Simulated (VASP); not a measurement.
Here is a VASP 6.6.1 calculation.

The input INCAR:

```
SYSTEM = W
  PREC = Accurate
  ENCUT = 520
  EDIFF = 1E-6
  ISMEAR = 1
  SIGMA = 0.1
  LREAL = .False.
  LASPH = .True.
  NELM = 60
  ALGO = Normal
  ISIF = 2
  LWAVE = .False.
  LCHARG = .True.
  GGA = PE
  LELF = .True.
  LVHAR = .True.
  NBANDS = 13
```

KPOINTS

```
Automatic mesh
0
Gamma
  12 12 12
  0 0 0
```

Contents of POSCAR:

```
W
1.0
   -1.5924167685      1.5924167685      1.5924167685
    1.5924167685     -1.5924167685      1.5924167685
    1.5924167685      1.5924167685     -1.5924167685
W
1
Direct
    0.0000000000      0.0000000000      0.0000000000
```

Potentials or basis: VASP PAW PBE potentials, release 64 (W_sv).

Command:

```console
$ cat potpaw_PBE.64/W_sv/POTCAR > POTCAR
$ mpirun -np 1 vasp_std > vasp.out
```

(1) What does it give for the band gap on the k mesh?

(2) Predict the pressure.

Answers

(1) zero (bands 7 and 8 overlap by 6.23 eV).

(2) 0.6 GPa.

Caveat: spin-orbit coupling is left out, which moves the levels of the heavy elements.
